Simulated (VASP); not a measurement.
A run of VASP 6.6.1 is set up as follows.

The input POSCAR:

```
I
1.0
    0.0000000000      2.3656000000      3.9098400000
    2.1922450000      0.0000000000      3.9098400000
    2.1922450000      2.3656000000      0.0000000000
I
1
Direct
    0.0000000000      0.0000000000      0.0000000000
```

The input INCAR.step1:

```
  PREC = Accurate
  ENCUT = 520
  ISMEAR = 1
  SIGMA = 0.05
  LREAL = False
  LASPH = True
  NELM = 80
  NBANDS = 10
  ISYM = 0
  GGA = PE
  ALGO = Normal
  EDIFF = 1E-4
  LWAVE = True
  LCHARG = False
```

The input INCAR.step2:

```
  PREC = Accurate
  ENCUT = 520
  EDIFF = 1E-6
  ISMEAR = 1
  SIGMA = 0.05
  LREAL = False
  LASPH = True
  NELM = 80
  ALGO = Normal
  ISIF = 2
  LWAVE = False
  LCHARG = False
  METAGGA = R2SCAN
  LMIXTAU = True
  NBANDS = 10
  ISYM = 0
  ISTART = 1
```

File KPOINTS:

```
Automatic mesh
0
Gamma
  8 8 8
  0.5 0.5 0.5
```

Potentials or basis: VASP PAW PBE potentials, release 64 (I).

The run is started by

```sh
$ cat potpaw_PBE.64/I/POTCAR > POTCAR
$ cp INCAR.step1 INCAR
$ mpirun -np 1 vasp_std > vasp.out
$ cp INCAR.step2 INCAR
$ mpirun -np 1 vasp_std > vasp.out
```

(1) What does it give for the band gap on the k mesh?

(2) Predict the pressure.

## Answers

(1) zero (an odd number of electrons rules out a gap without spin polarisation).

(2) -0.1 GPa.

Caveat: the PAW data sets were made with another functional, which shifts forces and pressure a little; spin-orbit coupling is left out, which moves the levels of the heavy elements; an odd number of electrons without spin polarisation forces a metal; a magnetic or distorted state may lie lower.
